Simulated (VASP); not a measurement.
# Pt (P6_3/mmc) in VASP: further runs, part 2 of 2

VASP 6.6.1.

### Step 3. Single point, BLYP

This run uses another cell than the first one, of 16.71 Å³/atom, 1.042 times its volume.

File INCAR:

```
SYSTEM = Pt
AGGAC = 1.0
AGGAX = 1.0
ALDAC = 0.0
ALDAX = 1.0
ALGO = Normal
EDIFF = 1E-6
ENCUT = 520
GGA = B5
ISIF = 2
ISMEAR = -1
LASPH = .True.
LCHARG = .False.
LREAL = .False.
LWAVE = .False.
NBANDS = 28
NELM = 60
PREC = Accurate
SIGMA = 0.1
```

File KPOINTS:

```
k-points
0
Gamma
  14 14 4
  0 0 0
```

File POSCAR:

```
Pt
1.0
    2.8416517258      0.0000000000      0.0000000000
   -1.4208258629      2.4609425832      0.0000000000
    0.0000000000      0.0000000000      9.5603629235
Pt
4
Direct
    1.0000000000      1.0000000000      0.0000000000
    1.0000000000      1.0000000000      0.5000000000
    0.3333333333      0.6666666667      0.2500000000
    0.6666666667      0.3333333333      0.7500000000
```

Potentials or basis: VASP PAW PBE potentials, release 64 (Pt).

Started as:

```sh
> cat potpaw_PBE.64/Pt/POTCAR > POTCAR
> mpirun -np 1 vasp_std > vasp.out
```

OUTCAR:

```text
SYSTEM = Pt
   EDIFF = 1E-6
   ENCUT = 520
   GGA = B5
   ISIF = 2
   ISMEAR = -1
   LASPH = .True.
   LREAL = .False.
   NELM = 60
   PREC = Accurate

 ion  position               nearest neighbor table
   1  0.000  0.000  0.000-   3 2.90   4 2.90   3 2.90   4 2.90   4 2.90   3 2.90
   2  0.000  0.000  0.500-   3 2.90   4 2.90   3 2.90   4 2.90   4 2.90   3 2.90
   3  0.333  0.667  0.250-   1 2.90   2 2.90   1 2.90   2 2.90   1 2.90   2 2.90
   4  0.667  0.333  0.750-   1 2.90   2 2.90   1 2.90   2 2.90   1 2.90   2 2.90

  LATTYP: Found a hexagonal cell.
 ALAT       =     2.8416517258
 C/A-ratio  =     3.3643682780

  Lattice vectors:

 A1 = (   2.8416517258,   0.0000000000,   0.0000000000)
 A2 = (  -1.4208258629,   2.4609425832,   0.0000000000)
 A3 = (   0.0000000000,   0.0000000000,   9.5603629235)

Analysis of symmetry for initial positions (statically):
=====================================================================
 Subroutine PRICEL returns:
 Original cell was already a primitive cell.

 Routine SETGRP: Setting up the symmetry group for a
 hexagonal supercell.

 Subroutine GETGRP returns: Found 24 space group operations
 (whereof 12 operations were pure point group operations)
 out of a pool of 24 trial point group operations.

The static configuration has the point symmetry D_3d.
 The point group associated with its full space group is D_6h.

Analysis of symmetry for dynamics (positions and initial velocities):
=====================================================================
 Subroutine PRICEL returns:
 Original cell was already a primitive cell.

 Routine SETGRP: Setting up the symmetry group for a
 hexagonal supercell.

 Subroutine GETGRP returns: Found 24 space group operations
 (whereof 12 operations were pure point group operations)
 out of a pool of 24 trial point group operations.

The dynamic configuration has the point symmetry D_3d.
[... 116 lines left out ...]
   NUPDOWN=      -1.0000    fix difference up-down
   EMIN   =  10.00;   EMAX   =-10.00  energy-range for DOS
   EFERMI =   0.00;   METHOD = LEGACY
   ISMEAR =    -1;   SIGMA  =   0.10  broadening in eV -4-tet -1-fermi 0-gaus
   EFERMI_NEDOS =   21; number of points for ismear=-14 and -15
   IALGO  =     38    algorithm
   IMIX   =      4    mixing-type and parameters
     AMIX     =   0.40;   BMIX     =  1.00
     AMIX_MAG =   1.60;   BMIX_MAG =  1.00
  volume/ion in A,a.u.               =      16.71       112.79
  Fermi-wavevector in a.u.,A,eV,Ry     =   1.379471  2.606822 25.891076  1.902940
  Thomas-Fermi vector in A             =   2.504437
   LORBIT       =      0    0 simple, 1 ext, 2 COOP (PROOUT), +10 PAW based schemes
   GGA     = B5    functional components
   LHFCALC =     F    Hartree Fock is set to
   AEXX    =    0.0000 exact exchange contribution
   IVDW    =     0    specifies the selected vdW correction
   LEPSILON=     F    determine dielectric tensor
   LRPA    =     F    only Hartree local field effects (RPA)
 non-spin polarized calculation
  energy-cutoff  :      520.00
  volume of cell :       66.86
 maximum number of plane-waves:      1821
 NGX is ok and might be reduce to    24
   NGX = 11   NGY = 11   NGZ = 35

 number of electron      40.0000001 magnetization

 Free energy of the ion-electron system (eV)
  ---------------------------------------------------
  ext. energy  EPLUGINS =         0.00000000
  ---------------------------------------------------
  free energy    TOTEN  =       -20.03494811 eV

  energy without entropy =      -19.78657682  energy(sigma->0) =      -19.91076247

 E-fermi :   9.9736     XC(G=0): -12.2006

 val. band max:        9.9709437400   @ k =   0.2857   0.0000   0.0000
 cond. band min:       9.9769702691   @ k =   0.2857   0.2857   0.2500
 fundamental gap:      0.0060265290
 Fermi energy:         9.9735655039

 k-point     1 :       0.0000    0.0000    0.0000
  band No.  band energies     occupation
      1       0.9969      2.00000
      2       2.7583      2.00000
      3       2.7646      2.00000
      4       3.6044      2.00000
      5       6.4421      2.00000
      6       6.4854      2.00000
[... 733 lines left out ...]
     27      17.4857      0.00000
     28      18.3542      0.00000

 [... further k-points ...]
[... 5 lines left out ...]
  --------------------------------------------------------------------------------------
  -------------------------------------------------------------------------------------
  Total        0.4123406      0.4123406      0.2806227     -0.0000000      0.0000000      0.0000000
  in kB        9.8814330      9.8814330      6.7249132     -0.0000000      0.0000000      0.0000000
  external PRESSURE =       8.8292597 kB  Pullay stress =       0.0000000 kB

 VOLUME and BASIS-vectors are now :
 -----------------------------------------------------------------------------
  energy-cutoff  :      520.00
  volume of cell :       66.86
      direct lattice vectors                 reciprocal lattice vectors
     2.841651726  0.000000000  0.000000000     0.351908009  0.203174184  0.000000000
    -1.420825863  2.460942583  0.000000000     0.000000000  0.406348367  0.000000000
     0.000000000  0.000000000  9.560362923     0.000000000  0.000000000  0.104598540

 POSITION                                       TOTAL-FORCE (eV/Angst)
 -----------------------------------------------------------------------------------
      0.00000      0.00000      0.00000         0.000000      0.000000      0.000000
      0.00000      0.00000      4.78018         0.000000      0.000000      0.000000
     -0.00000      1.64063      2.39009        -0.000000     -0.000000     -0.000000
      1.42083      0.82031      7.17027         0.000000      0.000000      0.000000
 -----------------------------------------------------------------------------------
    total drift:                               -0.000000      0.000000      0.000000

  FREE ENERGIE OF THE ION-ELECTRON SYSTEM (eV)
  ---------------------------------------------------
  free  energy   TOTEN  =       -20.0349481093 eV

  energy  without entropy=      -19.7865768209  energy(sigma->0) =      -19.91076247
```

OSZICAR:

```text
N       E                     dE             d eps       ncg     rms          rms(c)
DAV:   1     0.245747724043E+03    0.24575E+03   -0.20324E+04  4064   0.136E+03
DAV:   2    -0.137810191651E+02   -0.25953E+03   -0.24673E+03  4508   0.300E+02
DAV:   3    -0.214156588773E+02   -0.76346E+01   -0.74291E+01  4560   0.487E+01
DAV:   4    -0.214908358907E+02   -0.75177E-01   -0.75051E-01  4388   0.495E+00
DAV:   5    -0.214916648096E+02   -0.82892E-03   -0.82890E-03  4408   0.574E-01    0.189E+01
DAV:   6    -0.201395669319E+02    0.13521E+01   -0.29734E+00  4284   0.116E+01    0.958E+00
DAV:   7    -0.200757661859E+02    0.63801E-01   -0.60728E-01  4468   0.494E+00    0.386E+00
DAV:   8    -0.201698889516E+02   -0.94123E-01   -0.14714E+00  4224   0.762E+00    0.406E+00
DAV:   9    -0.200356190017E+02    0.13427E+00   -0.51358E-01  4208   0.498E+00    0.789E-01
DAV:  10    -0.200349681239E+02    0.65088E-03   -0.81551E-03  4364   0.580E-01    0.176E-01
DAV:  11    -0.200349364516E+02    0.31672E-04   -0.12063E-04  4364   0.761E-02    0.709E-02
DAV:  12    -0.200349486526E+02   -0.12201E-04   -0.15686E-05  4400   0.301E-02    0.122E-02
DAV:  13    -0.200349481093E+02    0.54332E-06   -0.47172E-06  2628   0.140E-02
   1 F= -.20034948E+02 E0= -.19910762E+02  d E =-.248371E+00
```

stdout:

```text
POSCAR found type information on POSCAR Pt
 POSCAR found :  1 types and       4 ions
 scaLAPACK will be used
 -----------------------------------------------------------------------------
|                                                                             |
|                                                                             |
|     You enforced a specific xc type in the INCAR file but a different       |
|     I HOPE YOU KNOW WHAT YOU ARE DOING!                                     |
|                                                                             |
 -----------------------------------------------------------------------------

 LDA part: xc-table for (Slater(with rela. corr.)+VWN5), standard interpolation
 POSCAR, INCAR and KPOINTS ok, starting setup
 FFT: planning ... GRIDC
 FFT: planning ... GRID_SOFT
 FFT: planning ... GRID
 WAVECAR not read
 entering main loop
```

Run time: 2 min. Hardware: 1 thread of Intel Xeon 6975P-C, shared host; peak memory 0.25 GiB.

What came out:

```yaml
Free_energy: -20.0349 eV
Pressure: 0.9 GPa
Band_gap_on_the_k_mesh: zero (band 20 reaches 10.31 eV, above the bottom of band 21 at 9.14 eV)
```

Caveat: the PAW data sets were made with another functional, which shifts forces and pressure a little; spin-orbit coupling is left out, which moves the levels of the heavy elements.
